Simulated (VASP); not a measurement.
# Zn6O (P-31c) in VASP: relaxation of cell and atoms with PBE

Aim: the relaxation of cell and atoms of Zn6O with PBE.

Everything below comes from runs of VASP 6.6.1. Logs are shortened: lines on timing, memory, paths and dates and some standing lists are left out, and cuts for length are marked.

## 1. The cell of the first run

Symmetry: P-31c, No. 163, trigonal system. Conventional cell: a = 5.076 Å, b = 5.076 Å, c = 8.989 Å, α = 90.00°, β = 90.00°, γ = 120.00°. Within 3.2 Å of Zn (site symmetry 1) lie 1 O at 2.18 Å and 12 Zn at 2.69 to 3.17 Å. Within 2.9 Å of O (site symmetry 32) lie 6 Zn at 2.18 Å.

## 2. Relaxation of cell and atoms, PBE

File INCAR:

```
SYSTEM = Zn6O
PREC = Accurate
ENCUT = 600
EDIFF = 1E-6
ISMEAR = 0
SIGMA = 0.1
LREAL = .FALSE.
LASPH = .TRUE.
NELM = 80
ALGO = Fast
ISIF = 3
LWAVE = .FALSE.
LCHARG = .FALSE.
GGA = PE
IBRION = 2
NSW = 100
EDIFFG = -0.01
```

File KPOINTS:

```
regular mesh
0
G
  6 6 4
  0 0 0
```

File POSCAR:

```
Zn6O
1.0
    5.0757709177      0.0000000000      0.0000000000
   -2.5378854588      4.3957465585      0.0000000000
    0.0000000000      0.0000000000      8.9887133722
Zn O
12 2
Direct
    0.9692835303      0.6596109087      0.3819710192
    0.3403890913      0.0307164697      0.1180289808
    0.6903273784      0.0307164697      0.3819710192
    0.9692835303      0.3096726216      0.1180289808
    0.3403890913      0.3096726216      0.3819710192
    0.6903273784      0.6596109087      0.1180289808
    0.6596109087      0.6903273784      0.6180289808
    0.0307164697      0.6903273784      0.8819710192
    0.3096726216      0.3403890913      0.8819710192
    0.0307164697      0.3403890913      0.6180289808
    0.3096726216      0.9692835303      0.6180289808
    0.6596109087      0.9692835303      0.8819710192
    0.3333333333      0.6666666667      0.2500000000
    0.6666666667      0.3333333333      0.7500000000
```

Potentials or basis: VASP PAW PBE potentials, release 64 (Zn, O).

Command:

```console
$ cat potpaw_PBE.64/Zn/POTCAR potpaw_PBE.64/O/POTCAR > POTCAR
$ mpirun -np 1 vasp_std > vasp.out
```

OUTCAR:

```text
SYSTEM = Zn6O
   PREC = Accurate
   ENCUT = 600
   EDIFF = 1E-6
   ISMEAR = 0
   LREAL = .FALSE.
   LASPH = .TRUE.
   NELM = 80
   ISIF = 3
   GGA = PE
   IBRION = 2
   NSW = 100
   EDIFFG = -0.01

 ion  position               nearest neighbor table
   1  0.969  0.660  0.382-  13 2.18   7 2.69  11 2.69   6 2.76   3 2.77   5 2.77  10 2.78   3 2.87
                             5 2.87   4 2.96   2 3.03
   2  0.340  0.031  0.118-  13 2.18   9 2.69   8 2.69   5 2.76   6 2.77   4 2.77  12 2.78   4 2.87
                             6 2.87   3 2.96   1 3.03
   3  0.690  0.031  0.382-  13 2.18   7 2.69  10 2.69   4 2.76   5 2.77   1 2.77  11 2.78   1 2.87
                             5 2.87   2 2.96   6 3.03
   4  0.969  0.310  0.118-  13 2.18   9 2.69  12 2.69   3 2.76   6 2.77   2 2.77   8 2.78   2 2.87
                             6 2.87   1 2.96   5 3.03
   5  0.340  0.310  0.382-  13 2.18  11 2.69  10 2.69   2 2.76   3 2.77   1 2.77   7 2.78   1 2.87
                             3 2.87   6 2.96   4 3.03
   6  0.690  0.660  0.118-  13 2.18  12 2.69   8 2.69   1 2.76   4 2.77   2 2.77   9 2.78   4 2.87
                             2 2.87   5 2.96   3 3.03
   7  0.660  0.690  0.618-  14 2.18   3 2.69   1 2.69  12 2.76  11 2.77  10 2.77   5 2.78  10 2.87
                            11 2.87   9 2.96   8 3.03
   8  0.031  0.690  0.882-  14 2.18   6 2.69   2 2.69  11 2.76   9 2.77  12 2.77   4 2.78  12 2.87
                             9 2.87  10 2.96   7 3.03
   9  0.310  0.340  0.882-  14 2.18   2 2.69   4 2.69  10 2.76   8 2.77  12 2.77   6 2.78   8 2.87
                            12 2.87   7 2.96  11 3.03
  10  0.031  0.340  0.618-  14 2.18   5 2.69   3 2.69   9 2.76  11 2.77   7 2.77   1 2.78  11 2.87
                             7 2.87   8 2.96  12 3.03
  11  0.310  0.969  0.618-  14 2.18   5 2.69   1 2.69   8 2.76   7 2.77  10 2.77   3 2.78  10 2.87
                             7 2.87  12 2.96   9 3.03
  12  0.660  0.969  0.882-  14 2.18   6 2.69   4 2.69   7 2.76   9 2.77   8 2.77   2 2.78   8 2.87
                             9 2.87  11 2.96  10 3.03
  13  0.333  0.667  0.250-   2 2.18   1 2.18   3 2.18   4 2.18   5 2.18   6 2.18
  14  0.667  0.333  0.750-  12 2.18  10 2.18  11 2.18   8 2.18   7 2.18   9 2.18

  LATTYP: Found a hexagonal cell.
 ALAT       =     5.0757709177
 C/A-ratio  =     1.7709060393

  Lattice vectors:

 A1 = (   5.0757709177,   0.0000000000,   0.0000000000)
 A2 = (  -2.5378854588,   4.3957465585,   0.0000000000)
 A3 = (   0.0000000000,   0.0000000000,   8.9887133722)

Analysis of symmetry for initial positions (statically):
=====================================================================
 Subroutine PRICEL returns:
 Original cell was already a primitive cell.

 Routine SETGRP: Setting up the symmetry group for a
 hexagonal supercell.

 Subroutine GETGRP returns: Found 12 space group operations
 (whereof  6 operations were pure point group operations)
 out of a pool of 24 trial point group operations.

The static configuration has the point symmetry S_6 .
 The point group associated with its full space group is D_3d.

Analysis of symmetry for dynamics (positions and initial velocities):
=====================================================================
 Subroutine PRICEL returns:
 Original cell was already a primitive cell.

 Routine SETGRP: Setting up the symmetry group for a
 hexagonal supercell.

 Subroutine GETGRP returns: Found 12 space group operations
 (whereof  6 operations were pure point group operations)
 out of a pool of 24 trial point group operations.

The dynamic configuration has the point symmetry S_6 .
 The point group associated with its full space group is D_3d.

 Subroutine INISYM returns: Found 12 space group operations
 (whereof  6 operations are pure point group operations),
 and found     1 'primitive' translations

----------------------------------------------------------------------------------------

                                     Primitive cell

  volume of cell :     200.5544

  direct lattice vectors                    reciprocal lattice vectors
     5.075770918  0.000000000  0.000000000     0.197014408  0.113746321  0.000000000
    -2.537885459  4.395746558  0.000000000     0.000000000  0.227492642  0.000000000
     0.000000000  0.000000000  8.988713372     0.000000000  0.000000000  0.111250627

  length of vectors
     5.075770918  5.075770918  8.988713372     0.227492642  0.227492642  0.111250627

  position of ions in fractional coordinates (direct lattice)
     0.969283530  0.659610909  0.381971019
     0.340389091  0.030716470  0.118028981
     0.690327378  0.030716470  0.381971019
     0.969283530  0.309672622  0.118028981
     0.340389091  0.309672622  0.381971019
     0.690327378  0.659610909  0.118028981
     0.659610909  0.690327378  0.618028981
     0.030716470  0.690327378  0.881971019
     0.309672622  0.340389091  0.881971019
     0.030716470  0.340389091  0.618028981
     0.309672622  0.969283530  0.618028981
     0.659610909  0.969283530  0.881971019
     0.333333333  0.666666667  0.250000000
     0.666666667  0.333333333  0.750000000

  ion indices of the primitive-cell ions
   primitive index   ion index
                 1           1
                 2           2
                 3           3
                 4           4
                 5           5
                 6           6
                 7           7
                 8           8
                 9           9
                10          10
                11          11
                12          12
                13          13
                14          14

----------------------------------------------------------------------------------------

 KPOINTS: regular mesh

Automatic generation of k-mesh.
 Grid dimensions read from file:
 generate k-points for:    6    6    4

 Generating k-lattice:

  Cartesian coordinates                     Fractional coordinates (reciprocal lattice)
     0.032835735  0.018957720  0.000000000     0.166666667  0.000000000  0.000000000
     0.000000000  0.037915440  0.000000000     0.000000000  0.166666667  0.000000000
     0.000000000  0.000000000  0.027812657     0.000000000  0.000000000  0.250000000

  Length of vectors
     0.037915440  0.037915440  0.027812657

  Shift w.r.t. Gamma in fractional coordinates (k-lattice)
     0.000000000  0.000000000  0.000000000

 Subroutine IBZKPT returns following result:
 ===========================================

 Found     24 irreducible k-points:

 Following reciprocal coordinates:
            Coordinates               Weight
  0.000000  0.000000  0.000000      1.000000
  0.166667 -0.000000  0.000000      6.000000
  0.333333 -0.000000  0.000000      6.000000
  0.500000 -0.000000  0.000000      3.000000
  0.166667  0.166667  0.000000      6.000000
  0.333333  0.166667  0.000000     12.000000
[... 16 lines left out ...]
  0.333333  0.166667  0.500000     12.000000
  0.333333  0.333333  0.500000      2.000000
   k-points           NKPTS =     24   k-points in BZ     NKDIM =     24   number of bands    NBANDS=     93
   number of dos      NEDOS =    301   number of ions     NIONS =     14
   total plane-waves  NPLWV = 127008
   dimension x,y,z NGX =    42 NGY =   42 NGZ =   72
   dimension x,y,z NGXF=    84 NGYF=   84 NGZF=  144
   ions per type =              12   2
   NGX,Y,Z   is equivalent  to a cutoff of  13.76, 13.76, 13.32 a.u.
   NGXF,Y,Z  is equivalent  to a cutoff of  27.51, 27.51, 26.63 a.u.
 SYSTEM =  Zn6O
   PREC   = accura    normal or accurate (medium, high low for compatibility)
   ISTART =      0    job   : 0-new  1-cont  2-samecut
   ICHARG =      2    charge: 1-file 2-atom 10-const
   ISPIN  =      1    spin polarized calculation?
   LNONCOLLINEAR =      F non collinear calculations
   LSORBIT =      F    spin-orbit coupling
   LASPH  =      T    aspherical Exc in radial PAW
   ENCUT  =  600.0 eV  44.10 Ry    6.64 a.u.  10.14 10.14 17.95*2*pi/ulx,y,z
   NELM   =     80;   NELMIN=  2; NELMDL= -5     # of ELM steps
   EDIFF  = 0.1E-05   stopping-criterion for ELM
   LREAL  =      F    real-space projection
   EDIFFG = -.1E-01   stopping-criterion for IOM
   NSW    =    100    number of steps for IOM
   IBRION =      2    ionic relax: 0-MD 1-quasi-New 2-CG
   NFREE  =      1    steps in history (QN), initial steepest desc. (CG)
   ISIF   =      3    stress and relaxation
   ISYM   =      2    0-nonsym 1-usesym 2-fastsym
   POTIM  = 0.5000    time-step for ionic-motion
   TEBEG  =    0.0;   TEEND  =   0.0 temperature during run
   PSTRESS=    0.0 pullay stress
   NELECT =     156.0000    total number of electrons
   NUPDOWN=      -1.0000    fix difference up-down
   EMIN   =  10.00;   EMAX   =-10.00  energy-range for DOS
   EFERMI =   0.00;   METHOD = LEGACY
   ISMEAR =     0;   SIGMA  =   0.10  broadening in eV -4-tet -1-fermi 0-gaus
   EFERMI_NEDOS =   21; number of points for ismear=-14 and -15
   IALGO  =     68    algorithm
   IMIX   =      4    mixing-type and parameters
     AMIX     =   0.40;   BMIX     =  1.00
     AMIX_MAG =   1.60;   BMIX_MAG =  1.00
  volume/ion in A,a.u.               =      14.33        96.67
  Fermi-wavevector in a.u.,A,eV,Ry     =   1.505586  2.845145 30.841549  2.266790
  Thomas-Fermi vector in A             =   2.616415
   LORBIT       =      0    0 simple, 1 ext, 2 COOP (PROOUT), +10 PAW based schemes
   GGA     = PE    functional components
   LHFCALC =     F    Hartree Fock is set to
   AEXX    =    0.0000 exact exchange contribution
   IVDW    =     0    specifies the selected vdW correction
   LEPSILON=     F    determine dielectric tensor
   LRPA    =     F    only Hartree local field effects (RPA)
 conjugate gradient relaxation of ions
 non-spin polarized calculation
 RMM-DIIS sequential band-by-band and
 Gauss-broadening in eV      SIGMA  =   0.10
  energy-cutoff  :      600.00
  volume of cell :      200.55
 maximum number of plane-waves:      6723
 NGX is ok and might be reduce to    42
   NGX = 21   NGY = 21   NGZ = 35

--------------------------------------- Ionic step        1  -------------------------------------------

 number of electron     156.0000082 magnetization

 Free energy of the ion-electron system (eV)
  ---------------------------------------------------
  ext. energy  EPLUGINS =         0.00000000
  ---------------------------------------------------
  free energy    TOTEN  =       -25.90631959 eV

  energy without entropy =      -25.89821648  energy(sigma->0) =      -25.90226803

------------------------ aborting loop because EDIFF is reached ----------------------------------------

  FORCE on cell =-STRESS in cart. coord.  units (eV):
  Direction    XX          YY          ZZ          XY          YZ          ZX
  --------------------------------------------------------------------------------------
  -------------------------------------------------------------------------------------
  Total        0.5662384      0.5662384      1.0883350      0.0000000     -0.0000000     -0.0000000
  in kB        4.5235325      4.5235325      8.6944273      0.0000000     -0.0000000     -0.0000000
  external PRESSURE =       5.9138308 kB  Pullay stress =       0.0000000 kB
[... 125 lines left out ...]
  FREE ENERGIE OF THE ION-ELECTRON SYSTEM (eV)
  ---------------------------------------------------
  free  energy   TOTEN  =       -25.9122738270 eV

  energy  without entropy=      -25.9039525966  energy(sigma->0) =      -25.90811321

[... ionic steps 4 to 7 ...]

--------------------------------------- Ionic step        8  -------------------------------------------

 number of electron     156.0000058 magnetization

------------------------ aborting loop because EDIFF is reached ----------------------------------------
[... 91 lines left out ...]
--------------------------------------- Ionic step       10  -------------------------------------------

 number of electron     156.0000068 magnetization

 Free energy of the ion-electron system (eV)
  ---------------------------------------------------
  ext. energy  EPLUGINS =         0.00000000
  ---------------------------------------------------
  free energy    TOTEN  =       -25.91482859 eV

  energy without entropy =      -25.90663582  energy(sigma->0) =      -25.91073220

 E-fermi :   2.9737     XC(G=0): -11.4275

 val. band max:        2.8774083939   @ k =   0.5000  -0.0000   0.0000
 cond. band min:       2.9765374315   @ k =   0.0000   0.0000   0.2500
 fundamental gap:      0.0991290376
 Fermi energy:         2.9736825812

 k-point     1 :       0.0000    0.0000    0.0000
  band No.  band energies     occupation
      1     -16.0261      2.00000
      2     -16.0028      2.00000
      3      -6.0719      2.00000
      4      -5.7295      2.00000
      5      -5.2336      2.00000
      6      -5.0149      2.00000
[... 2221 lines left out ...]
     89       8.3163      0.00000
     90       8.3503      0.00000
 [bands above 90 left out]

------------------------ aborting loop because EDIFF is reached ----------------------------------------

  FORCE on cell =-STRESS in cart. coord.  units (eV):
  Direction    XX          YY          ZZ          XY          YZ          ZX
  --------------------------------------------------------------------------------------
  -------------------------------------------------------------------------------------
  Total        0.1119373      0.1119373      0.0885641      0.0000000     -0.0000000      0.0000000
  in kB        0.8880958      0.8880958      0.7026560      0.0000000     -0.0000000      0.0000000
  external PRESSURE =       0.8262825 kB  Pullay stress =       0.0000000 kB
[... 29 lines left out ...]
  FREE ENERGIE OF THE ION-ELECTRON SYSTEM (eV)
  ---------------------------------------------------
  free  energy   TOTEN  =       -25.9148285870 eV

  energy  without entropy=      -25.9066358201  energy(sigma->0) =      -25.91073220

 reached required accuracy - stopping structural energy minimisation
```

It took 89 min on 1 thread of Oxide Virtual Turin-like, shared host; peak memory 0.59 GiB.

Results:

* Free energy: -25.9148 eV
* Relaxed volume: 14.42 Å³/atom
* Relaxed cell: a = 5.080 Å, b = 5.080 Å, c = 9.034 Å, α = 90.00°, β = 90.00°, γ = 120.00°
* Space group after relaxing (to 0.1 Å): P-31c (No. 163)
* Energy gained by relaxing: 0.6 meV/atom
* Ionic steps: 10
* Pressure after relaxing: 0.1 GPa
* Largest force after relaxing: 0.006 eV/Å
* Band gap on the k mesh: zero (bands 78 and 79 overlap by 1.24 eV)

Forces on the atoms (eV/Å):
```
Zn  -0.003  0.004  0.003
Zn  -0.005  0.001 -0.003
Zn   0.005  0.001  0.003
Zn   0.002 -0.005 -0.003
Zn  -0.002 -0.005  0.003
Zn   0.003  0.004 -0.003
Zn   0.002  0.005 -0.003
Zn  -0.002  0.005  0.003
Zn  -0.003 -0.004  0.003
Zn   0.003 -0.004 -0.003
Zn  -0.005 -0.001 -0.003
Zn   0.005 -0.001  0.003
O    0.000  0.000  0.000
O    0.000  0.000  0.000
```

Step by step:
```csv
step,energy change (eV),largest force (eV/Å),pressure (GPa),volume (Å³)
1,0.0000,0.0644,0.59,200.55
2,-0.0056,0.0493,0.02,202.09
3,-0.0060,0.0450,-0.14,202.61
4,-0.0059,0.0436,-0.22,202.75
5,-0.0059,0.0449,-0.18,202.69
6,-0.0075,0.0277,-0.19,202.50
7,-0.0082,0.0239,0.01,202.20
8,-0.0082,0.0218,-0.05,202.25
9,-0.0085,0.0107,0.03,202.04
10,-0.0085,0.0058,0.08,201.94
```

Final structure:
```
Zn O
1.0
     5.08048    0.00000    0.00000
    -2.54024    4.39983    0.00000
     0.00000    0.00000    9.03410
Zn O
12 2
Direct
  0.97097 0.66214 0.38148
  0.33786 0.02903 0.11852
  0.69117 0.02903 0.38148
  0.97097 0.30883 0.11852
  0.33786 0.30883 0.38148
  0.69117 0.66214 0.11852
  0.66214 0.69117 0.61852
  0.02903 0.69117 0.88148
  0.30883 0.33786 0.88148
  0.02903 0.33786 0.61852
  0.30883 0.97097 0.61852
  0.66214 0.97097 0.88148
  0.33333 0.66667 0.25000
  0.66667 0.33333 0.75000
```

Levels at points of the mesh, in eV from the Fermi level:
| k point | band 74 | band 75 | band 76 | band 77 | band 78 | band 79 | band 80 | band 81 | band 82 | band 83 |
| --- | --- | --- | --- | --- | --- | --- | --- | --- | --- | --- |
| (0.00, 0.00, 0.00) | -1.07 | -0.85 | -0.31 | -0.31 | -0.18 | 0.14 | 0.25 | 0.25 | 0.37 | 0.37 |
| (0.50, 0.00, 0.00) | -2.11 | -1.62 | -1.07 | -0.99 | -0.82 | -0.10 | 1.10 | 1.24 | 1.30 | 2.70 |
| (0.00, 0.00, 0.50) | -0.95 | -0.95 | -0.95 | -0.40 | -0.40 | 0.88 | 0.88 | 0.88 | 0.88 | 1.79 |
| (0.50, 0.00, 0.50) | -2.89 | -1.28 | -1.28 | -1.17 | -1.17 | 0.46 | 0.46 | 1.94 | 1.94 | 2.47 |
